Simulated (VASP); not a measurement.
Input of a VASP 6.6.1 run:

The input INCAR:

```
SYSTEM = KF
PREC = Accurate
ENCUT = 520
EDIFF = 1E-7
ISMEAR = -1
SIGMA = 0.05
LREAL = Auto
LASPH = .TRUE.
NELM = 60
ALGO = Normal
ISIF = 2
LWAVE = .FALSE.
LCHARG = .FALSE.
GGA = PS
ISYM = 0
NBANDS = 294
NCORE = 4
```

The input KPOINTS:

```
Automatic mesh
0
Gamma
  1 1 1
  0.25 0.25 0.25
```

Contents of POSCAR:

```
KF
1.0
   10.6119280000      0.0000000000      0.0000000000
    0.0000000000     10.6119280000      0.0000000000
    0.0000000000      0.0000000000     10.6119280000
F K
32 32
Direct
    0.2571220000      0.9998250000      0.9997470000
    0.2577160000      0.9997270000      0.4997450000
    0.2575090000      0.4998340000      0.9995190000
    0.7571270000      0.9998280000      0.9995600000
    0.7572840000      0.9998970000      0.4996650000
    0.7574830000      0.4997830000      0.0014960000
    0.6636170000      0.5709430000      0.5005270000
    0.0082450000      0.2513750000      0.9999330000
    0.0375220000      0.2359310000      0.5006720000
    0.0110690000      0.7508720000      0.9995810000
    0.0140690000      0.7457900000      0.4995800000
    0.5034840000      0.2485650000      0.9996790000
    0.5009900000      0.2538320000      0.4996510000
    0.5063250000      0.7480570000      0.9991800000
    0.4779120000      0.7625440000      0.4988760000
    0.0086530000      0.0002250000      0.2504930000
    0.0090360000      0.9998710000      0.7494580000
    0.0208190000      0.5039490000      0.2518720000
    0.0200880000      0.5031440000      0.7471510000
    0.5054010000      0.9995340000      0.2501060000
    0.5058430000      0.9991090000      0.7488650000
    0.4946810000      0.4962430000      0.2516520000
    0.4945330000      0.4956080000      0.7469050000
    0.8532410000      0.4277130000      0.4966130000
    0.2575890000      0.2558890000      0.2549060000
    0.2578680000      0.2547220000      0.7458250000
    0.2569040000      0.7449260000      0.2537610000
    0.2572030000      0.7439600000      0.7446890000
    0.7531050000      0.2458970000      0.2481800000
    0.7538090000      0.2461670000      0.7511220000
    0.7611660000      0.7541740000      0.2477490000
    0.7617460000      0.7535360000      0.7508310000
    0.0503410000      0.5002240000      0.4997270000
    0.0048200000      0.0025320000      0.9999860000
    0.0058630000      0.9999310000      0.4998670000
    0.9984480000      0.4997380000      0.9999270000
    0.5094020000      0.9969980000      0.9994930000
    0.5090860000      0.9993600000      0.4995310000
    0.5164640000      0.4995730000      0.9991820000
    0.4658340000      0.5002570000      0.4992860000
    0.2546160000      0.2475430000      0.0001740000
    0.2658240000      0.2287740000      0.5001950000
    0.2599320000      0.7521070000      0.9992700000
    0.2492950000      0.7707800000      0.4993780000
    0.7574660000      0.2546290000      0.9998850000
    0.7449690000      0.2360710000      0.4999020000
    0.7571290000      0.7450040000      0.9992880000
    0.7695480000      0.7639020000      0.4990360000
    0.2569600000      0.0002860000      0.2469710000
    0.2574680000      0.9994560000      0.7524970000
    0.2576000000      0.5002730000      0.2278650000
    0.2574510000      0.4994800000      0.7711570000
    0.7571680000      0.0001430000      0.2459480000
    0.7573750000      0.9997850000      0.7532440000
    0.7574410000      0.5002680000      0.2881900000
    0.7587210000      0.4992760000      0.7084980000
    0.0003060000      0.2553970000      0.2594010000
    0.0013640000      0.2542550000      0.7415400000
    0.0059600000      0.7497310000      0.2465350000
    0.0062900000      0.7495710000      0.7525450000
    0.5086920000      0.2499870000      0.2466930000
    0.5088760000      0.2496970000      0.7526460000
    0.5137220000      0.7449170000      0.2573510000
    0.5144950000      0.7440760000      0.7404690000
```

Potentials or basis: VASP PAW PBE potentials, release 64 (F, K_sv).

Launch:

```bash
$ cat potpaw_PBE.64/F/POTCAR potpaw_PBE.64/K_sv/POTCAR > POTCAR
$ mpirun -np 4 vasp_std > vasp.out
```

Estimate the pressure.

0.9 GPa.

What does it give for the largest force?

0.065 eV/Å.

Estimate the band gap on the k mesh.

3.94 eV.

Stress tensor (GPa, compression positive):
```
 1.43  0.02  0.01
 0.02  1.01 -0.01
 0.01 -0.01  0.14
```

Caveat: the PAW data sets were made with another functional, which shifts forces and pressure a little.
